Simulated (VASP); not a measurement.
Here is a VASP 6.6.1 calculation.

File INCAR:

```
SYSTEM = AlNi
ALGO = Fast
EDIFF = 1E-7
ENCUT = 520
GGA = PE
ISIF = 2
ISMEAR = 0
LASPH = .True.
LCHARG = .False.
LREAL = .False.
LWAVE = .False.
NBANDS = 14
NELM = 80
PREC = Accurate
SIGMA = 0.15
```

File KPOINTS:

```
k-points
0
Gamma
  20 20 20
  0 0 0
```

Contents of POSCAR:

```
AlNi
1.0
    2.9654106162      0.0000000000      0.0000000000
    0.0000000000      2.9654106162      0.0000000000
    0.0000000000      0.0000000000      2.8207564398
Al Ni
1 1
Direct
    0.0000000000      0.0000000000      0.0000000000
    0.5000000000      0.5000000000      0.5000000000
```

Potentials or basis: VASP PAW PBE potentials, release 64 (Al, Ni).

Command:

```bash
$ cat potpaw_PBE.64/Al/POTCAR potpaw_PBE.64/Ni/POTCAR > POTCAR
$ mpirun -np 1 vasp_std > vasp.out
```

Q: Estimate the band gap on the k mesh.

A: Zero (an odd number of electrons rules out a gap without spin polarisation).

Q: Predict the pressure.

A: -3.6 GPa.

Stress tensor (GPa, compression positive):
```
-4.84  0.00  0.00
 0.00 -4.84  0.00
 0.00  0.00 -0.97
```

Caveat: the cell differs from its parent crystal (strain +0.025 along x and y, -0.025 along z); the cell stands under tension. Spin polarisation is off, so any magnetic state and its effect on volume and gap are missing.
